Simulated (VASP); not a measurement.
# Hf (Cmcm) in VASP: further runs

Runs on Hf. Level: PBEsol. Tasks: single point.

All numbers are computed with VASP 6.6.1; they aren't measurements. Logs are shortened: lines on timing, memory, paths and dates and some standing lists are left out, and cuts for length are marked.

**1. The cell of the first run**

It takes space group Cmcm (No. 63, orthorhombic). The conventional cell has a = 2.686 Å, b = 5.474 Å, c = 5.746 Å, α = 90.00°, β = 90.00°, γ = 90.00°. Hf (site symmetry m2m) has 12 Hf at 2.69 to 3.40 Å within 3.5 Å.

**2. Single point, PBEsol**

Input file INCAR:

```
PREC = Accurate
ENCUT = 520
EDIFF = 1E-7
ISMEAR = 0
SIGMA = 0.15
LREAL = F
LASPH = T
NELM = 60
ALGO = Fast
ISIF = 2
LWAVE = F
LCHARG = F
GGA = PS
NBANDS = 17
```

Input file KPOINTS:

```
Automatic mesh
0
Gamma
  18 18 10
```

Input file POSCAR:

```
Hf
1.0
    2.6862285941      0.0000000000      0.0000000000
   -1.3431142970      2.7368731798      0.0000000000
    0.0000000000      0.0000000000      5.7456581652
Hf
2
Direct
    0.3333333333      0.6666666667      0.2500000000
    0.6666666667      0.3333333333      0.7500000000
```

Potentials or basis: VASP PAW PBE potentials, release 64 (Hf_pv).

Run with:

```sh
$ cat potpaw_PBE.64/Hf_pv/POTCAR > POTCAR
$ mpirun -np 1 vasp_std > vasp.out
```

OUTCAR:

```text
PREC = Accurate
   ENCUT = 520
   EDIFF = 1E-7
   ISMEAR = 0
   LREAL = F
   LASPH = T
   NELM = 60
   ISIF = 2
   GGA = PS

 ion  position               nearest neighbor table
   1  0.333  0.667  0.250-   2 3.30   2 3.30   2 3.30   2 3.30   2 3.40   2 3.40
   2  0.667  0.333  0.750-   1 3.30   1 3.30   1 3.30   1 3.30   1 3.40   1 3.40

  LATTYP: Found a base centered orthorhombic cell.
 ALAT       =     2.6862285941
 B/A-ratio  =     2.0377068324
 C/A-ratio  =     2.1389312056

  Lattice vectors:

 A1 = (   1.3431142970,  -2.7368731798,   0.0000000000)
 A2 = (   1.3431142971,   2.7368731798,   0.0000000000)
 A3 = (   0.0000000000,   0.0000000000,   5.7456581652)

Analysis of symmetry for initial positions (statically):
=====================================================================
 Subroutine PRICEL returns:
 Original cell was already a primitive cell.

 Routine SETGRP: Setting up the symmetry group for a
 base centered orthorhombic supercell.

 Subroutine GETGRP returns: Found  8 space group operations
 (whereof  4 operations were pure point group operations)
 out of a pool of  8 trial point group operations.

The static configuration has the point symmetry C_2h.
 The point group associated with its full space group is D_2h.

Analysis of symmetry for dynamics (positions and initial velocities):
=====================================================================
 Subroutine PRICEL returns:
 Original cell was already a primitive cell.

 Routine SETGRP: Setting up the symmetry group for a
 base centered orthorhombic supercell.

 Subroutine GETGRP returns: Found  8 space group operations
 (whereof  4 operations were pure point group operations)
 out of a pool of  8 trial point group operations.

The dynamic configuration has the point symmetry C_2h.
 The point group associated with its full space group is D_2h.

 Subroutine INISYM returns: Found  8 space group operations
 (whereof  4 operations are pure point group operations),
 and found     1 'primitive' translations

----------------------------------------------------------------------------------------

                                     Primitive cell

  volume of cell :      42.2413

  direct lattice vectors                    reciprocal lattice vectors
     2.686228594  0.000000000  0.000000000     0.372269137  0.182690233  0.000000000
    -1.343114297  2.736873180  0.000000000     0.000000000  0.365380467  0.000000000
     0.000000000  0.000000000  5.745658165     0.000000000  0.000000000  0.174044465

  length of vectors
     2.686228594  3.048676896  5.745658165     0.414680638  0.365380467  0.174044465

  position of ions in fractional coordinates (direct lattice)
     0.333333333  0.666666667  0.250000000
     0.666666667  0.333333333  0.750000000

  ion indices of the primitive-cell ions
   primitive index   ion index
                 1           1
                 2           2

----------------------------------------------------------------------------------------

 KPOINTS: Automatic mesh

Automatic generation of k-mesh.
 Grid dimensions read from file:
 generate k-points for:   18   18   10

 Generating k-lattice:

  Cartesian coordinates                     Fractional coordinates (reciprocal lattice)
     0.020681619  0.010149457  0.000000000     0.055555556  0.000000000  0.000000000
     0.000000000  0.020298915  0.000000000     0.000000000  0.055555556  0.000000000
     0.000000000  0.000000000  0.017404446     0.000000000  0.000000000  0.100000000

  Length of vectors
     0.023037813  0.020298915  0.017404446

  Shift w.r.t. Gamma in fractional coordinates (k-lattice)
     0.000000000  0.000000000  0.000000000

 Subroutine IBZKPT returns following result:
 ===========================================

 Found    546 irreducible k-points:

 Following reciprocal coordinates:
            Coordinates               Weight
  0.000000  0.000000  0.000000      1.000000
  0.055556  0.000000  0.000000      4.000000
  0.111111  0.000000  0.000000      4.000000
  0.166667  0.000000  0.000000      4.000000
  0.222222  0.000000  0.000000      4.000000
  0.277778 -0.000000  0.000000      4.000000
[... 16 lines left out ...]
 -0.333333  0.055556  0.000000      4.000000
 -0.277778  0.055556  0.000000      4.000000
 [... further k-points ...]
   k-points           NKPTS =    546   k-points in BZ     NKDIM =    546   number of bands    NBANDS=     17
   number of dos      NEDOS =    301   number of ions     NIONS =      2
   total plane-waves  NPLWV =  23040
   dimension x,y,z NGX =    20 NGY =   24 NGZ =   48
   dimension x,y,z NGXF=    40 NGYF=   48 NGZF=   96
   ions per type =               2
   NGX,Y,Z   is equivalent  to a cutoff of  12.38, 13.09, 13.89 a.u.
   NGXF,Y,Z  is equivalent  to a cutoff of  24.76, 26.17, 27.78 a.u.
 SYSTEM =  unknown system
   PREC   = accura    normal or accurate (medium, high low for compatibility)
   ISTART =      0    job   : 0-new  1-cont  2-samecut
   ICHARG =      2    charge: 1-file 2-atom 10-const
   ISPIN  =      1    spin polarized calculation?
   LNONCOLLINEAR =      F non collinear calculations
   LSORBIT =      F    spin-orbit coupling
   LASPH  =      T    aspherical Exc in radial PAW
   ENCUT  =  520.0 eV  38.22 Ry    6.18 a.u.   4.99  5.67 10.68*2*pi/ulx,y,z
   NELM   =     60;   NELMIN=  2; NELMDL= -5     # of ELM steps
   EDIFF  = 0.1E-06   stopping-criterion for ELM
   LREAL  =      F    real-space projection
   EDIFFG = 0.1E-05   stopping-criterion for IOM
   NSW    =      0    number of steps for IOM
   IBRION =     -1    ionic relax: 0-MD 1-quasi-New 2-CG
   NFREE  =      0    steps in history (QN), initial steepest desc. (CG)
   ISIF   =      2    stress and relaxation
   ISYM   =      2    0-nonsym 1-usesym 2-fastsym
   POTIM  = 0.5000    time-step for ionic-motion
   TEBEG  =    0.0;   TEEND  =   0.0 temperature during run
   PSTRESS=    0.0 pullay stress
   NELECT =      20.0000    total number of electrons
   NUPDOWN=      -1.0000    fix difference up-down
   EMIN   =  10.00;   EMAX   =-10.00  energy-range for DOS
   EFERMI =   0.00;   METHOD = LEGACY
   ISMEAR =     0;   SIGMA  =   0.15  broadening in eV -4-tet -1-fermi 0-gaus
   EFERMI_NEDOS =   21; number of points for ismear=-14 and -15
   IALGO  =     68    algorithm
   IMIX   =      4    mixing-type and parameters
     AMIX     =   0.40;   BMIX     =  1.00
     AMIX_MAG =   1.60;   BMIX_MAG =  1.00
  volume/ion in A,a.u.               =      21.12       142.53
  Fermi-wavevector in a.u.,A,eV,Ry     =   1.275966  2.411226 22.151491  1.628089
  Thomas-Fermi vector in A             =   2.408648
   LORBIT       =      0    0 simple, 1 ext, 2 COOP (PROOUT), +10 PAW based schemes
   GGA     = PS    functional components
   LHFCALC =     F    Hartree Fock is set to
   AEXX    =    0.0000 exact exchange contribution
   IVDW    =     0    specifies the selected vdW correction
   LEPSILON=     F    determine dielectric tensor
   LRPA    =     F    only Hartree local field effects (RPA)
 non-spin polarized calculation
 RMM-DIIS sequential band-by-band and
 Gauss-broadening in eV      SIGMA  =   0.15
  energy-cutoff  :      520.00
  volume of cell :       42.24
 maximum number of plane-waves:      1154
   NGX =  9   NGY = 11   NGZ = 21

 number of electron      19.9999999 magnetization

 Free energy of the ion-electron system (eV)
  ---------------------------------------------------
  ext. energy  EPLUGINS =         0.00000000
  ---------------------------------------------------
  free energy    TOTEN  =       -20.33375311 eV

  energy without entropy =      -20.30937015  energy(sigma->0) =      -20.32156163

 E-fermi :   4.8612     XC(G=0): -11.6096

 val. band max:        4.8594936147   @ k =   0.1667   0.1111   0.3000
 cond. band min:       4.8640043254   @ k =   0.0000   0.2222   0.5000
 fundamental gap:      0.0045107107
 Fermi energy:         4.8611931211

 k-point     1 :       0.0000    0.0000    0.0000
  band No.  band energies     occupation
      1     -25.5950      2.00000
      2     -25.0116      2.00000
      3     -24.8305      2.00000
      4     -24.7874      2.00000
      5     -24.3539      2.00000
      6     -24.3157      2.00000
[... 9 lines left out ...]
     16      10.5053      0.00000
     17      10.6076      0.00000

 k-point     2 :       0.0556    0.0000    0.0000
  band No.  band energies     occupation
      1     -25.5823      2.00000
      2     -25.0072      2.00000
      3     -24.8389      2.00000
      4     -24.7962      2.00000
      5     -24.4157      2.00000
      6     -24.3792      2.00000
[... 9 lines left out ...]
     16      10.1433      0.00000
     17      10.6927      0.00000

 k-point     3 :       0.1111    0.0000    0.0000
  band No.  band energies     occupation
      1     -25.5453      2.00000
      2     -24.9948      2.00000
      3     -24.8660      2.00000
      4     -24.8262      2.00000
      5     -24.5871      2.00000
      6     -24.5547      2.00000
[... 9 lines left out ...]
     16       9.3342      0.00000
     17      10.8345      0.00000

 k-point     4 :       0.1667    0.0000    0.0000
  band No.  band energies     occupation
      1     -25.4872      2.00000
      2     -24.9769      2.00000
      3     -24.9521      2.00000
      4     -24.9185      2.00000
      5     -24.8062      2.00000
      6     -24.7583      2.00000
[... 9 lines left out ...]
     16       8.4699      0.00000
     17      10.9269      0.00000
[... 343 lines left out ...]
      1     -26.0411      2.00000
      2     -25.9995      2.00000
      3     -25.1857      2.00000
      4     -24.9827      2.00000
      5     -24.9227      2.00000
      6     -24.9224      2.00000
[... 9 lines left out ...]
     16      10.6931      0.00000
     17      11.9988      0.00000

 k-point    23 :      -0.3333    0.0556    0.0000
  band No.  band energies     occupation
      1     -25.7995      2.00000
      2     -25.7646      2.00000
      3     -25.2661      2.00000
      4     -24.9406      2.00000
      5     -24.9252      2.00000
      6     -24.8839      2.00000
[... 9 lines left out ...]
     16      10.5101      0.00000
     17      10.7824      0.00000

 k-point    24 :      -0.2778    0.0556    0.0000
  band No.  band energies     occupation
      1     -25.4989      2.00000
      2     -25.4702      2.00000
      3     -25.3506      2.00000
      4     -24.9378      2.00000
      5     -24.8992      2.00000
      6     -24.8461      2.00000
[... 9 lines left out ...]
     16       9.0681      0.00000
     17      10.8312      0.00000

 [... further k-points ...]
[... 5 lines left out ...]
  --------------------------------------------------------------------------------------
  -------------------------------------------------------------------------------------
  Total        5.3669558     -0.0228929     -2.6260489     -0.0000000      0.0000000      0.0000000
  in kB      203.5640923     -0.8683067    -99.6038122     -0.0000000      0.0000000      0.0000000
  external PRESSURE =      34.3639911 kB  Pullay stress =       0.0000000 kB

 VOLUME and BASIS-vectors are now :
 -----------------------------------------------------------------------------
  energy-cutoff  :      520.00
  volume of cell :       42.24
      direct lattice vectors                 reciprocal lattice vectors
     2.686228594  0.000000000  0.000000000     0.372269137  0.182690233  0.000000000
    -1.343114297  2.736873180  0.000000000     0.000000000  0.365380467  0.000000000
     0.000000000  0.000000000  5.745658165     0.000000000  0.000000000  0.174044465

 POSITION                                       TOTAL-FORCE (eV/Angst)
 -----------------------------------------------------------------------------------
     -0.00000      1.82458      1.43641         0.000000      0.209503     -0.000000
      1.34311      0.91229      4.30924        -0.000000     -0.209503      0.000000
 -----------------------------------------------------------------------------------
    total drift:                                0.000000     -0.000000      0.000000

  FREE ENERGIE OF THE ION-ELECTRON SYSTEM (eV)
  ---------------------------------------------------
  free  energy   TOTEN  =       -20.3337531099 eV

  energy  without entropy=      -20.3093701499  energy(sigma->0) =      -20.32156163
```

Wall time 6.1 min (1 thread of Intel Xeon Platinum 8375C at 2.90GHz (Ice Lake), shared host); peak memory 0.42 GiB.

Results:

* Free energy: -20.3338 eV
* Pressure: 3.4 GPa
* Largest force: 0.210 eV/Å
* Band gap on the k mesh: zero (bands 10 and 11 overlap by 0.95 eV)

Forces on the atoms (eV/Å):
```
Hf   0.000  0.210  0.000
Hf   0.000 -0.210  0.000
```

Caveat: the cell differs from its parent crystal (strain +e along x and -e along y -0.0750, strain +e along z and -e/2 along x and y +0.1500); the stress differs along the axes, from -10 to 20 GPa; the PAW data sets were made with another functional, which shifts forces and pressure a little; spin-orbit coupling is left out, which moves the levels of the heavy elements.

(Continued in part 2 of 2.)
